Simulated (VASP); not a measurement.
Runs of VASP 6.6.1 on ZrS. The structure is that of space group Fm-3m (No. 225), or close to it. The cells are those of the table. 

| cell | gap on the mesh (eV) | pressure (GPa) |
| --- | --- | --- |
| a = 3.662 Å, angles 60.0°, 2 atoms | none | (b) |
| a = 3.687 Å, angles 60.0°, 2 atoms | none | -3.8 |
| a = 3.761 Å, angles 60.0°, 2 atoms | none | -10.6 |
| a = 3.712 Å, angles 60.0°, 2 atoms | none | -6.3 |
| a = 3.737 Å, angles 60.0°, 2 atoms | none | -8.6 |
| a = 3.785 Å, angles 60.0°, 2 atoms | none | -12.4 |
| a = 3.637 Å, angles 60.0°, 2 atoms | none | (a) |

Alike in all rows: task single point; level PBEsol; potentials or basis VASP PAW PBE potentials, release 64 (Zr_sv, S); no spin polarisation; k mesh 8 × 8 × 8; cutoff (eV) 520; smearing fermi-dirac 0.05 eV.

**Question.** Fill in the values left out.

**Answer.** (a) 2.2; (b) -1.0.

Caveats: the PAW data sets were made with another functional, which shifts forces and pressure a little.

A k mesh can miss the band edges, and the runs leave out spin-orbit coupling on Zr.

A gap of «none» marks levels without a gap at the run's occupations.
